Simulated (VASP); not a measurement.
Crystal: Os.

```
CELL_PARAMETERS angstrom
2.45477 0.00000 0.00000
0.00000 2.45477 0.00000
0.00000 0.00000 2.45477
ATOMIC_POSITIONS crystal
Os 0.00000 0.00000 0.00000
```

- Program: VASP 6.6.1
- Task: relaxation of cell and atoms
- Functional: PBE
- Potentials or basis: VASP PAW PBE potentials, release 64 (Os)
- Cutoff: 600 eV
- k mesh: 8 × 8 × 8
- Occupations: gaussian, width 0.1 eV
- Spin: no spin polarisation

At the start: pressure 44.8 GPa; volume 14.79 Å³/atom.

Q: Where does the relaxation end?

A: Over 5 steps the energy falls by 237.1 meV/atom and the volume is 16.69 Å³/atom (+12.9 %); space group Pm-3m (No. 221, to 0.05 Å).

Step by step:
```csv
step,energy change (eV),largest force (eV/Å),pressure (GPa),volume (Å³)
1,0.0000,0.0000,44.80,14.79
2,1.5040,0.0000,-40.71,25.53
3,-0.2288,0.0000,-6.34,17.10
4,-0.2368,0.0000,-1.15,16.76
5,-0.2371,0.0000,0.01,16.69
```

Final structure:
```yaml
crystal:
  lattice:
    - [2.55573, 0.00000, 0.00000]
    - [0.00000, 2.55573, 0.00000]
    - [0.00000, 0.00000, 2.55573]
  atoms:
    - { symbol: Os, position: [0.00000, 0.00000, 0.00000] }
```
